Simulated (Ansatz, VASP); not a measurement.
## One calculation of TaWC2, two programs

Contents of INCAR:

```
SYSTEM = TaWC2
ALGO = Normal
EDIFF = 1E-6
ENCUT = 700
GGA_COMPAT = .False.
ISIF = 2
ISMEAR = -1
LASPH = .True.
LCHARG = .False.
LREAL = .False.
LWAVE = .False.
NBANDS = 26
NELM = 120
PREC = Accurate
SIGMA = 0.05
```

KPOINTS

```
k-points
0
Gamma
  10 10 10
  0 0 0
```

The input POSCAR:

```
TaWC2
1.0
    1.5613054648      0.9014201304      5.0673795820
   -1.5613054648      0.9014201304      5.0673795820
    0.0000000000     -1.8028402609      5.0673795820
W Ta C
1 1 2
Direct
    0.0000000000      0.0000000000      0.0000000000
    0.5000000000      0.5000000000      0.5000000000
    0.2509330000      0.2509330000      0.2509330000
    0.7490670000      0.7490670000      0.7490670000
```

The input input.yaml:

```yaml
crystal:
  lattice:
    - [1.5613054648, 0.9014201304, 5.067379582]
    - [-1.5613054648, 0.9014201304, 5.067379582]
    - [0.0, -1.8028402609, 5.067379582]
  atoms:
    - { symbol: W, position: [0.0, 0.0, 0.0] }
    - { symbol: Ta, position: [0.5, 0.5, 0.5] }
    - { symbol: C, position: [0.250933, 0.250933, 0.250933] }
    - { symbol: C, position: [0.749067, 0.749067, 0.749067] }
hamiltonian:
  xc: lda
  pseudopotentials: { kind: paw }
kpoints:
  mp_grid: { grid: [10, 10, 10] }
scf:
  occupations: { method: fermi_dirac, width: 0.05 }
output:
  forces: true
  stress: true
  eigenvalues: true
```

Alike in both runs: task single point; functional LDA; k mesh 10 × 10 × 10; occupations fermi-dirac, width 0.05 eV; no spin polarisation.

|  | VASP | Ansatz |
| --- | --- | --- |
| version | VASP 6.6.1 | Ansatz 0.2.0 |
| potentials or method | VASP PAW LDA potentials, release 64 (W_sv, Ta_sv_GW, C) | Ansatz PAW |
| plane-wave cutoff (eV) | 700 | 420 |
| valence electrons in the cell | 35 | 35 |

|  | VASP | Ansatz | Ansatz less VASP |
| --- | --- | --- | --- |
| gap on the k mesh at the Fermi level (eV) | none | none | - |
| pressure (GPa) | -8.7 | -10.1 | -1.45 |
| rms of the force components (eV/Å) | 0.026 | 0.035 | +0.0092 |

LDA's correlation is that of Perdew and Zunger in VASP and of Perdew and Wang (1992) in Ansatz. Atom by atom the forces differ by 0.009 eV/Å (rms over components). A gap of «none» marks a metal or a gap that the smearing closes.

Neither program's run includes spin-orbit coupling.
